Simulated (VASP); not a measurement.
# NaH (R-3m) in VASP: further runs, part 2 of 2

VASP 6.6.1. The steps go on from the part before.

## 4. Single point, PBEsol

Contents of INCAR:

```
SYSTEM = NaH
ALGO = Normal
EDIFF = 1E-6
ENCUT = 500
GGA = PS
GGA_COMPAT = .False.
ISIF = 2
ISMEAR = -1
LASPH = .True.
LCHARG = .False.
LREAL = .False.
LWAVE = .False.
NBANDS = 11
NELM = 120
PREC = Accurate
SIGMA = 0.02
```

Contents of KPOINTS:

```
k-points
0
Gamma
  7 7 7
  0 0 0
```

Contents of POSCAR:

```
NaH
1.0
    0.0081333333      2.4440666667      2.4440666667
    2.4440666667      0.0081333333      2.4440666667
    2.4440666667      2.4440666667      0.0081333333
Na H
1 1
Direct
    0.0000000000      0.0000000000      0.0000000000
    0.5000000000      0.5000000000      0.5000000000
```

Potentials or basis: VASP PAW PBE potentials, release 64 (Na_pv, H).

The run is started by

```bash
cat potpaw_PBE.64/Na_pv/POTCAR potpaw_PBE.64/H/POTCAR > POTCAR
mpirun -np 1 vasp_std > vasp.out
```

OUTCAR:

```text
SYSTEM = NaH
   EDIFF = 1E-6
   ENCUT = 500
   GGA = PS
   ISIF = 2
   ISMEAR = -1
   LASPH = .True.
   LREAL = .False.
   NELM = 120
   PREC = Accurate

 ion  position               nearest neighbor table
   1  0.000  0.000  0.000-
   2  0.500  0.500  0.500-

  LATTYP: Found a trigonal (rhomboedric) cell.
 ALAT       =     3.4564417967
 COS(alpha) =     0.5033250001

  Lattice vectors:

 A1 = (   0.0081333333,   2.4440666667,   2.4440666667)
 A2 = (   2.4440666667,   0.0081333333,   2.4440666667)
 A3 = (   2.4440666667,   2.4440666667,   0.0081333333)

Analysis of symmetry for initial positions (statically):
=====================================================================
 Subroutine PRICEL returns:
 Original cell was already a primitive cell.

 Routine SETGRP: Setting up the symmetry group for a
 trigonal (rhombohedral) supercell.

 Subroutine GETGRP returns: Found 12 space group operations
 (whereof 12 operations were pure point group operations)
 out of a pool of 12 trial point group operations.

The static configuration has the point symmetry D_3d.

Analysis of symmetry for dynamics (positions and initial velocities):
=====================================================================
 Subroutine PRICEL returns:
 Original cell was already a primitive cell.

 Routine SETGRP: Setting up the symmetry group for a
 trigonal (rhombohedral) supercell.

 Subroutine GETGRP returns: Found 12 space group operations
 (whereof 12 operations were pure point group operations)
 out of a pool of 12 trial point group operations.

The dynamic configuration has the point symmetry D_3d.

 Subroutine INISYM returns: Found 12 space group operations
 (whereof 12 operations are pure point group operations),
 and found     1 'primitive' translations

----------------------------------------------------------------------------------------

                                     Primitive cell

[... 115 lines left out ...]
   GGA     = PS    functional components
   LHFCALC =     F    Hartree Fock is set to
   AEXX    =    0.0000 exact exchange contribution
   IVDW    =     0    specifies the selected vdW correction
   LEPSILON=     F    determine dielectric tensor
   LRPA    =     F    only Hartree local field effects (RPA)
 non-spin polarized calculation
  energy-cutoff  :      500.00
  volume of cell :       29.05
 maximum number of plane-waves:       754
 NGX is ok and might be reduce to    28
   NGX = 13   NGY = 13   NGZ = 13

 number of electron       8.0000008 magnetization

 Free energy of the ion-electron system (eV)
  ---------------------------------------------------
  ext. energy  EPLUGINS =         0.00000000
  ---------------------------------------------------
  free energy    TOTEN  =        -5.08029396 eV

  energy without entropy =       -5.08029396  energy(sigma->0) =       -5.08029396

 E-fermi :  -0.7127     XC(G=0):  -7.7901

 val. band max:       -1.2686748060   @ k =  -0.2857   0.4286   0.1429
 cond. band min:       2.6928245217   @ k =  -0.4286   0.4286   0.4286
 fundamental gap:      3.9614993277
 Fermi energy:        -0.7127367470

 k-point     1 :       0.0000    0.0000    0.0000
  band No.  band energies     occupation
      1     -23.2346      2.00000
      2     -23.2346      2.00000
      3     -23.2338      2.00000
      4      -4.8245      2.00000
      5       8.9745      0.00000
      6      13.9214      0.00000
      7      14.0363      0.00000
      8      14.0363      0.00000
      9      14.7938      0.00000
     10      14.9148      0.00000
     11      14.9148      0.00000
[... 309 lines left out ...]
 k-point    24 :       0.4286    0.2857    0.1429
  band No.  band energies     occupation
      1     -23.2915      2.00000
      2     -23.2602      2.00000
      3     -23.2481      2.00000
      4      -2.7702      2.00000
      5       4.9047      0.00000
      6       7.0243      0.00000
      7      10.0579      0.00000
      8      13.6678      0.00000
      9      13.7695      0.00000
     10      16.3463      0.00000
     11      19.3976      0.00000

 [... further k-points ...]

------------------------ aborting loop because EDIFF is reached ----------------------------------------

  FORCE on cell =-STRESS in cart. coord.  units (eV):
  Direction    XX          YY          ZZ          XY          YZ          ZX
  --------------------------------------------------------------------------------------
  -------------------------------------------------------------------------------------
  Total       -0.2235230     -0.2235230     -0.2235230     -0.0131091     -0.0131091     -0.0131091
  in kB      -12.3264185    -12.3264185    -12.3264185     -0.7229161     -0.7229161     -0.7229161
  external PRESSURE =     -12.3264185 kB  Pullay stress =       0.0000000 kB

 VOLUME and BASIS-vectors are now :
 -----------------------------------------------------------------------------
  energy-cutoff  :      500.00
  volume of cell :       29.05
      direct lattice vectors                 reciprocal lattice vectors
     0.008133333  2.444066667  2.444066667    -0.205601097  0.204919169  0.204919169
     2.444066667  0.008133333  2.444066667     0.204919169 -0.205601097  0.204919169
     2.444066667  2.444066667  0.008133333     0.204919169  0.204919169 -0.205601097

 POSITION                                       TOTAL-FORCE (eV/Angst)
 -----------------------------------------------------------------------------------
      0.00000      0.00000      0.00000        -0.000000     -0.000000     -0.000000
      2.44813      2.44813      2.44813         0.000000      0.000000      0.000000
 -----------------------------------------------------------------------------------
    total drift:                               -0.000000     -0.000000     -0.000000

  FREE ENERGIE OF THE ION-ELECTRON SYSTEM (eV)
  ---------------------------------------------------
  free  energy   TOTEN  =        -5.0802939620 eV

  energy  without entropy=       -5.0802939620  energy(sigma->0) =       -5.08029396
```

OSZICAR:

```text
N       E                     dE             d eps       ncg     rms          rms(c)
DAV:   1     0.359050638579E+02    0.35905E+02   -0.45600E+03   980   0.731E+02
DAV:   2    -0.416370109351E+01   -0.40069E+02   -0.39484E+02  1016   0.191E+02
DAV:   3    -0.544397328417E+01   -0.12803E+01   -0.12786E+01  1141   0.325E+01
DAV:   4    -0.545276100493E+01   -0.87877E-02   -0.87870E-02  1140   0.280E+00
DAV:   5    -0.545284050922E+01   -0.79504E-04   -0.79503E-04  1105   0.271E-01    0.287E+00
DAV:   6    -0.515694647877E+01    0.29589E+00   -0.30205E-01  1153   0.316E+00    0.132E+00
DAV:   7    -0.507769819843E+01    0.79248E-01   -0.27082E-01  1100   0.220E+00    0.331E-01
DAV:   8    -0.508034049702E+01   -0.26423E-02   -0.67403E-03  1091   0.949E-01    0.599E-02
DAV:   9    -0.508030265590E+01    0.37841E-04   -0.73483E-04  1178   0.322E-01    0.190E-02
DAV:  10    -0.508029295406E+01    0.97018E-05   -0.41965E-05  1098   0.417E-02    0.294E-03
DAV:  11    -0.508029396667E+01   -0.10126E-05   -0.11647E-06  1108   0.611E-03    0.211E-03
DAV:  12    -0.508029396204E+01    0.46273E-08   -0.95729E-08   550   0.214E-03
   1 F= -.50802940E+01 E0= -.50802940E+01  d E =-.620915E-13
```

stdout:

```text
POSCAR found type information on POSCAR NaH
 POSCAR found :  2 types and       2 ions
 scaLAPACK will be used
 -----------------------------------------------------------------------------
|                                                                             |
|                                                                             |
|     You enforced a specific xc type in the INCAR file but a different       |
|     I HOPE YOU KNOW WHAT YOU ARE DOING!                                     |
|                                                                             |
 -----------------------------------------------------------------------------

 LDA part: xc-table for (Slater+PW92), standard interpolation
 POSCAR, INCAR and KPOINTS ok, starting setup
 FFT: planning ... GRIDC
 FFT: planning ... GRID_SOFT
 FFT: planning ... GRID
 WAVECAR not read
 entering main loop
```

Run time: 23 s. Hardware: 1 thread of Intel Xeon Platinum 8259CL at 2.50GHz (Skylake/Cascade Lake), shared host; peak memory 0.14 GiB.

Results:

```yaml
Free_energy: -5.0803 eV
Pressure: -1.2 GPa
Band_gap_on_the_k_mesh: 3.96 eV (least direct gap 4.63 eV)
```

Stress tensor (GPa, compression positive):
```
-1.23 -0.07 -0.07
-0.07 -1.23 -0.07
-0.07 -0.07 -1.23
```

Caveat: the PAW data sets were made with another functional, which shifts forces and pressure a little; an odd mesh through Γ misses points on the zone boundary, where band edges can lie. As with any semilocal functional, this PBEsol gap is likely too small.

## 5. Summary

```csv
cell,gap on the mesh (eV),pressure (GPa)
"a = 3.439 Å, angles 60.4°, 2 atoms",3.97,-1.3
"a = 3.445 Å, angles 60.2°, 2 atoms",3.98,-1.2
"a = 3.456 Å, angles 59.8°, 2 atoms",3.96,-1.2
```

Alike in all rows: task single point; level PBEsol; potentials or basis VASP PAW PBE potentials, release 64 (Na_pv, H); no spin polarisation; k mesh 7 × 7 × 7; cutoff (eV) 500; smearing fermi-dirac 0.02 eV.

Caveats: the PAW data sets were made with another functional, which shifts forces and pressure a little; an odd mesh through Γ misses points on the zone boundary, where band edges can lie.

Total energies depend on the potentials used, so only differences within one code and one set of settings carry meaning.
